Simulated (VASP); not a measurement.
Here is a VASP 6.6.1 calculation.

The input INCAR:

```
SYSTEM = MgS
PREC = Accurate ; ENCUT = 600
EDIFF = 1E-6 ; ISMEAR = 0
SIGMA = 0.02 ; LREAL = .FALSE.
LASPH = .TRUE. ; NELM = 120
ALGO = Normal ; ISIF = 2
LWAVE = .FALSE. ; LCHARG = .TRUE.
GGA = PS ; LELF = .TRUE.
LVHAR = .TRUE. ; NBANDS = 11
GGA_COMPAT = .FALSE.
```

File KPOINTS:

```
regular mesh
0
G
  6 6 6
  0 0 0
```

Contents of POSCAR:

```
MgS
1.0
    0.0156060791      2.6015160605      2.5859745410
    2.6015160605      0.0156060791      2.5859745410
    2.6171221396      2.6171221396      0.0000000000
Mg S
1 1
Direct
    0.0000000000      0.0000000000      0.0000000000
    0.5000000000      0.5000000000      0.5000000000
```

Potentials or basis: VASP PAW PBE potentials, release 64 (Mg, S).

Command:

```console
$ cat potpaw_PBE.64/Mg/POTCAR potpaw_PBE.64/S/POTCAR > POTCAR
$ mpirun -np 1 vasp_std > vasp.out
```

Predict the band gap on the k mesh.

2.62 eV, indirect (least direct gap 3.57 eV).

Predict the pressure.

-0.6 GPa.

Stress tensor (GPa, compression positive):
```
-0.84 -0.64  0.00
-0.64 -0.84  0.00
 0.00  0.00 -0.20
```

Caveat: the cell differs from its parent crystal (strained cell); the PAW data sets were made with another functional, which shifts forces and pressure a little. A k mesh can miss the band edges.
